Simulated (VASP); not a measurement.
Set up this calculation in VASP 6.6.1, as the native input.

| Item | Value |
| --- | --- |
| Task | single point |
| Functional | PBE |
| Potentials or basis | VASP PAW PBE potentials, release 64 (Si, Sb) |
| Cutoff | 520 eV |
| k mesh | 4 × 4 × 4 |
| Occupations | gaussian, width 0.1 eV |
| Spin | no spin polarisation |
| Dipole correction | no |
| Further INCAR settings | ALGO = Normal; EDIFF = 1e-06; NBANDS = 18 |

The structure of Si4Sb lies in POSCAR:

```
Si4Sb
1.0
   -2.8524237200      2.8524237200      2.8524237200
    2.8524237200     -2.8524237200      2.8524237200
    2.8524237200      2.8524237200     -2.8524237200
Si Sb
4 1
Direct
    0.0000000000      0.0000000000      0.5000000000
    0.0000000000      0.5000000000      0.0000000000
    0.5000000000      0.0000000000      0.0000000000
    0.5000000000      0.5000000000      0.5000000000
    0.0000000000      0.0000000000      0.0000000000
```

One way to write it, as run:

INCAR

```
SYSTEM = Si4Sb
PREC     = Accurate       ! precision mode
ENCUT    = 520            ! plane-wave cutoff, eV
EDIFF    = 1E-6           ! SCF threshold, eV
ISMEAR   = 0              ! smearing method
SIGMA    = 0.1            ! smearing width, eV
LREAL    = .FALSE.        ! projectors in reciprocal space
LASPH    = .TRUE.         ! aspherical terms in the spheres
NELM     = 80             ! most SCF steps
ALGO     = Normal         ! electronic algorithm
ISIF     = 2              ! what is computed and relaxed
LWAVE    = .FALSE.        ! write WAVECAR
LCHARG   = .TRUE.         ! write CHGCAR
GGA      = PE             ! functional
LELF     = .TRUE.         ! ELF
LVHAR    = .TRUE.       
NBANDS   = 18             ! bands
```

KPOINTS

```
Automatic mesh
0
G
  4 4 4
  0 0 0
```

Potentials or basis: VASP PAW PBE potentials, release 64 (Si, Sb).

Run with:

```sh
$ cat potpaw_PBE.64/Si/POTCAR potpaw_PBE.64/Sb/POTCAR > POTCAR
$ mpirun -np 1 vasp_std > vasp.out
```

It gave:

| Property | Result |
| --- | --- |
| Pressure | 21.4 GPa |

Caveat: the k points lie up to 0.39 Å⁻¹ apart.

Wall time 31 s on 1 thread of AMD EPYC 7R13, on a shared host, peak memory 0.2 GiB.
